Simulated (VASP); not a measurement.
# Ti12H (a cell with a defect) in VASP: single point with PBE+D3(BJ)

Aim: the single point of Ti12H (a cell with a defect) with PBE+D3(BJ).

Everything below comes from runs of VASP 6.6.1. Logs are shortened: lines on timing, memory, paths and dates and some standing lists are left out, and cuts for length are marked.

## (1) The cell of the first run

The cell holds a defect, 13 atoms: a = 5.900 Å, b = 8.850 Å, c = 4.685 Å, α = 90.00°, β = 90.00°, γ = 120.00°.

## (2) Single point, PBE+D3(BJ)

The input, INCAR:

```
SYSTEM = Ti12H
PREC = Accurate
ENCUT = 520
EDIFF = 1E-6
ISMEAR = -1
SIGMA = 0.05
LREAL = .FALSE.
LASPH = .TRUE.
NELM = 100
ALGO = Normal
ISIF = 2
LWAVE = .FALSE.
LCHARG = .FALSE.
GGA = PE
IVDW = 12
NBANDS = 84
```

The input, KPOINTS:

```
Automatic mesh
0
G
  3 2 4
  0 0 0
```

The input, POSCAR:

```
Ti12H
1.0
    5.9000000000      0.0000000000      0.0000000000
   -4.4250000000      7.6643250000      0.0000000000
    0.0000000000      0.0000000000      4.6846000000
Ti H
12 1
Direct
   -0.0066804998     -0.0043425872      0.0002123981
    0.1471547332      0.2131932036      0.5001457969
   -0.0028675995      0.3305166469      0.0002247791
    0.1655396601      0.5539249706      0.5003167826
    0.0053321634      0.6704008507      0.0003409042
    0.1727330945      0.8925426571      0.5002907399
    0.5020114916      0.0002914803      0.0003456005
    0.6726891135      0.2150720383      0.5003187038
    0.4986619546      0.3330963914      0.0002943688
    0.6822282319      0.5731192245      0.5004395253
    0.4977153674      0.6666121283      0.0003844512
    0.6597608984      0.8855779211      0.5003276694
    0.5014685004      0.3369627462      0.5003120864
```

Potentials or basis: VASP PAW PBE potentials, release 64 (Ti_sv, H).

Started as:

```bash
$ cat potpaw_PBE.64/Ti_sv/POTCAR potpaw_PBE.64/H/POTCAR > POTCAR
$ mpirun -np 1 vasp_std > vasp.out
```

OUTCAR:

```text
SYSTEM = Ti12H
   PREC = Accurate
   ENCUT = 520
   EDIFF = 1E-6
   ISMEAR = -1
   LREAL = .FALSE.
   LASPH = .TRUE.
   NELM = 100
   ISIF = 2
   GGA = PE
   IVDW = 12
 IVDW          = 12

 ion  position               nearest neighbor table
   1  0.993  0.996  0.000-   2 2.88   2 2.88  12 2.90  12 2.90   6 2.90   6 2.90   5 2.91  11 2.92
                             7 2.92
   2  0.147  0.213  0.500-  13 1.81   8 2.81   3 2.87   1 2.88   3 2.88   1 2.88  12 2.89   6 2.92

   3  0.997  0.331  0.000-   8 2.87   8 2.87   2 2.87   2 2.88   4 2.90   4 2.90
   4  0.166  0.554  0.500-  11 2.89  11 2.89   5 2.90   3 2.90   5 2.90   3 2.90
   5  0.005  0.670  0.000-  10 2.87  10 2.87   6 2.90   6 2.90   4 2.90   4 2.90   1 2.91
   6  0.173  0.893  0.500-  10 2.86   7 2.88   7 2.88   5 2.90   5 2.90   1 2.90   1 2.90   8 2.90
                            12 2.90   2 2.92
   7  0.502  0.000  0.000-   8 2.86   8 2.86   6 2.88   6 2.88  12 2.89  12 2.89   1 2.92
   8  0.673  0.215  0.500-  13 1.81   2 2.81   7 2.86   7 2.86   3 2.87   3 2.87  12 2.88   6 2.90

   9  0.499  0.333  0.000-
  10  0.682  0.573  0.500-  13 1.81  12 2.83   6 2.86   5 2.87   5 2.87  11 2.87  11 2.87
  11  0.498  0.667  0.000-  10 2.87  10 2.87  12 2.88  12 2.88   4 2.89   4 2.89   1 2.92
  12  0.660  0.886  0.500-  10 2.83   8 2.88  11 2.88  11 2.88   7 2.89   7 2.89   2 2.89   1 2.90
                             1 2.90   6 2.90
  13  0.501  0.337  0.500-   8 1.81  10 1.81   2 1.81

  LATTYP: Found a simple monoclinic cell.
 ALAT       =     5.9000000000
 B/A-ratio  =     0.7940000000
 C/A-ratio  =     1.3228756849
 COS(beta)  =    -0.1889822323

  Lattice vectors:

 A1 = (   5.9000000000,   0.0000000000,   0.0000000000)
 A2 = (   0.0000000000,   0.0000000000,   4.6846000000)
 A3 = (  -1.4750000000,  -7.6643250000,   0.0000000000)

Analysis of symmetry for initial positions (statically):
=====================================================================
 Subroutine PRICEL returns:
 Original cell was already a primitive cell.

 Routine SETGRP: Setting up the symmetry group for a
 simple monoclinic supercell.

 Subroutine GETGRP returns: Found  1 space group operations
 (whereof  1 operations were pure point group operations)
 out of a pool of  4 trial point group operations.

The static configuration has the point symmetry C_1 .

Analysis of symmetry for dynamics (positions and initial velocities):
=====================================================================
 Subroutine PRICEL returns:
 Original cell was already a primitive cell.

 Routine SETGRP: Setting up the symmetry group for a
[... 150 lines left out ...]
   EFERMI =   0.00;   METHOD = LEGACY
   ISMEAR =    -1;   SIGMA  =   0.05  broadening in eV -4-tet -1-fermi 0-gaus
   EFERMI_NEDOS =   21; number of points for ismear=-14 and -15
   IALGO  =     38    algorithm
   IMIX   =      4    mixing-type and parameters
     AMIX     =   0.40;   BMIX     =  1.00
     AMIX_MAG =   1.60;   BMIX_MAG =  1.00
  volume/ion in A,a.u.               =      16.30       109.96
  Fermi-wavevector in a.u.,A,eV,Ry     =   1.442773  2.726446 28.321806  2.081594
  Thomas-Fermi vector in A             =   2.561256
   LORBIT       =      0    0 simple, 1 ext, 2 COOP (PROOUT), +10 PAW based schemes
   GGA     = PE    functional components
   LHFCALC =     F    Hartree Fock is set to
   AEXX    =    0.0000 exact exchange contribution
   IVDW    =    12    specifies the selected vdW correction
   LEPSILON=     F    determine dielectric tensor
   LRPA    =     F    only Hartree local field effects (RPA)
 non-spin polarized calculation
  energy-cutoff  :      520.00
  volume of cell :      211.84
 maximum number of plane-waves:      5706
 NGX is ok and might be reduce to    48
   NGX = 21   NGY = 33   NGZ = 17

 number of electron     144.9999991 magnetization

 Free energy of the ion-electron system (eV)
  ---------------------------------------------------
  ext. energy  EPLUGINS =         0.00000000
  ---------------------------------------------------
  free energy    TOTEN  =       -97.62128821 eV

  energy without entropy =      -97.44348345  energy(sigma->0) =      -97.53238583

 E-fermi :   8.2830     XC(G=0): -11.4690

 val. band max:        8.2700211063   @ k =  -0.3333   0.0000   0.2500
 cond. band min:       8.2953757562   @ k =   0.0000   0.0000   0.2500
 fundamental gap:      0.0253546499
 Fermi energy:         8.2829665477

 k-point     1 :       0.0000    0.0000    0.0000
  band No.  band energies     occupation
      1     -48.7517      2.00000
      2     -48.6078      2.00000
      3     -48.5527      2.00000
      4     -48.5359      2.00000
      5     -48.5085      2.00000
      6     -48.5026      2.00000
[... 1207 lines left out ...]
     83       8.7350      0.00024
     84       8.7491      0.00018

------------------------ aborting loop because EDIFF is reached ----------------------------------------

 Edisp (eV)   -7.28780

 E8    (eV) :    -3.4286

  FORCE on cell =-STRESS in cart. coord.  units (eV):
  Direction    XX          YY          ZZ          XY          YZ          ZX
  --------------------------------------------------------------------------------------
  -------------------------------------------------------------------------------------
  Total      -6.93656    -7.28120    -8.92426     0.17700     0.00309     0.00107
  in kB     -52.46338   -55.06997   -67.49697     1.33873     0.02335     0.00809
  external pressure =      -58.34 kB  Pullay stress =        0.00 kB

 VOLUME and BASIS-vectors are now :
 -----------------------------------------------------------------------------
  energy-cutoff  :      520.00
  volume of cell :      211.84
      direct lattice vectors                 reciprocal lattice vectors
     5.900000000  0.000000000  0.000000000     0.169491525  0.097855976  0.000000000
    -4.425000000  7.664325000  0.000000000     0.000000000  0.130474634  0.000000000
     0.000000000  0.000000000  4.684600000     0.000000000  0.000000000  0.213465397

 POSITION                                       TOTAL-FORCE (eV/Angst)
 -----------------------------------------------------------------------------------
      1.45480      7.63104      0.00100        -0.003277     -0.010872      0.000214
     -0.07517      1.63398      2.34298        -0.006928     -0.005904      0.000421
      4.42055      2.53319      0.00105        -0.010950      0.000378      0.000274
     -1.47443      4.24546      2.34378         0.001862     -0.001482      0.000028
     -2.93506      5.13817      0.00160         0.005292     -0.002024     -0.000006
     -2.93038      6.84074      2.34366         0.005640     -0.002966      0.000018
      2.96058      0.00223      0.00162        -0.002018      0.015263     -0.000281
      3.01717      1.64838      2.34379         0.010369     -0.003096     -0.000223
      1.46815      2.55296      0.00138         0.000396     -0.004082      0.000069
      1.48909      4.39257      2.34436         0.009512      0.018252     -0.000487
     -0.01324      5.10913      0.00180        -0.003935     -0.000190     -0.000142
     -0.02609      6.78736      2.34384        -0.003567     -0.003423      0.000072
      1.46760      2.58259      2.34376        -0.002398      0.000146      0.000044
 -----------------------------------------------------------------------------------
    total drift:                               -0.000185      0.000702      0.000192

  FREE ENERGIE OF THE ION-ELECTRON SYSTEM (eV)
  ---------------------------------------------------
  free  energy   TOTEN  =      -104.9090862731 eV

  energy  without entropy=     -104.7312815042  energy(sigma->0) =     -104.82018389
```

Wall time 13 min (1 thread of Oxide Virtual Turin-like, shared host); peak memory 0.4 GiB.

What came out:

* Free energy: -104.9091 eV
* Pressure: -5.8 GPa
* Largest force: 0.021 eV/Å
* Band gap on the k mesh: zero (an odd number of electrons rules out a gap without spin polarisation)
* Dispersion energy per atom: -0.561 eV

Forces in eV/Å, atoms in the order of the input:
```
Ti  -0.003 -0.011  0.000
Ti  -0.007 -0.006  0.000
Ti  -0.011  0.000  0.000
Ti   0.002 -0.001  0.000
Ti   0.005 -0.002  0.000
Ti   0.006 -0.003  0.000
Ti  -0.002  0.015  0.000
Ti   0.010 -0.003  0.000
Ti   0.000 -0.004  0.000
Ti   0.010  0.018  0.000
Ti  -0.004  0.000  0.000
Ti  -0.004 -0.003  0.000
H   -0.002  0.000  0.000
```

Caveat: the k points lie up to 0.41 Å⁻¹ apart, too coarse for converged energies and pressures of a metal.

The gap in the log of VASP goes by the Fermi energy; the results here count the filled bands.